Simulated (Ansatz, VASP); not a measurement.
# Ba: VASP beside Ansatz

INCAR

```
SYSTEM = Ba
  PREC = Accurate
  ENCUT = 520
  EDIFF = 1E-6
  ISMEAR = -1
  SIGMA = 0.1
  LREAL = .FALSE.
  LASPH = .TRUE.
  NELM = 80
  ALGO = Normal
  ISIF = 2
  LWAVE = .FALSE.
  LCHARG = .FALSE.
  GGA = PE
  NBANDS = 11
```

Contents of KPOINTS:

```
regular mesh
0
G
  10 10 10
  0 0 0
```

The input POSCAR:

```
Ba
1.0
    0.0000000000      2.7957077842      2.7957077842
    2.7957077842      0.0000000000      2.7957077842
    2.7957077842      2.7957077842      0.0000000000
Ba
1
Direct
    0.0000000000      0.0000000000      0.0000000000
```

Input for Ansatz:

```yaml
crystal:
  lattice:
    - [0.0, 2.7957077842, 2.7957077842]
    - [2.7957077842, 0.0, 2.7957077842]
    - [2.7957077842, 2.7957077842, 0.0]
  atoms:
    - { symbol: Ba, position: [0.0, 0.0, 0.0] }
kpoints:
  mp_grid: { grid: [10, 10, 10] }
scf:
  occupations: { method: fermi_dirac, width: 0.1 }
hamiltonian:
  xc: pbe
  pseudopotentials: { kind: all_electron, lapw: { basis_error: 0.001 } }
output:
  forces: true
  stress: true
  eigenvalues: true
  populations: true
```

Change from the starting cell: volume scaled by 0.68, LAPW.

Alike in both runs: task single point; functional PBE; k mesh 10 × 10 × 10; occupations fermi-dirac, width 0.1 eV; no spin polarisation.

|  | VASP | Ansatz |
| --- | --- | --- |
| version | VASP 6.6.1 | Ansatz 0.2.0 |
| potentials or method | VASP PAW PBE potentials, release 64 (Ba_sv), cutoff 520 eV | all-electron LAPW, scalar-relativistic |

```tsv
	VASP	Ansatz	Ansatz less VASP
pressure (GPa)	5.1	4.8	-0.36
```

Ansatz ran all-electron here, and VASP with PAW potentials.

Neither program's run includes spin-orbit coupling.
